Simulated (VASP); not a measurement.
A run of VASP 6.6.1 is set up as follows.

File INCAR:

```
PREC = Accurate ; ENCUT = 520
EDIFF = 1E-7 ; ISMEAR = 0
SIGMA = 0.2 ; LREAL = False
LASPH = True ; NELM = 80
ALGO = Normal ; ISIF = 2
LWAVE = False ; LCHARG = False
GGA = PE ; NBANDS = 20
```

The input KPOINTS:

```
Automatic mesh
0
Gamma
  6 6 6
```

The input POSCAR:

```
GaMo
1.0
    3.1180246390      0.0000000000      0.0000000000
    0.0000000000      3.1180246390      0.0000000000
    0.0000000000      0.0000000000      3.1180246390
Ga Mo
1 1
Direct
    0.5000000000      0.5000000000      0.5000000000
    0.0000000000      0.0000000000      0.0000000000
```

Potentials or basis: VASP PAW PBE potentials, release 64 (Ga_d, Mo_sv).

The run is started by

```console
$ cat potpaw_PBE.64/Ga_d/POTCAR potpaw_PBE.64/Mo_sv/POTCAR > POTCAR
$ mpirun -np 1 vasp_std > vasp.out
```

(1) Estimate the pressure.

Answers

(1) 1.0 GPa.
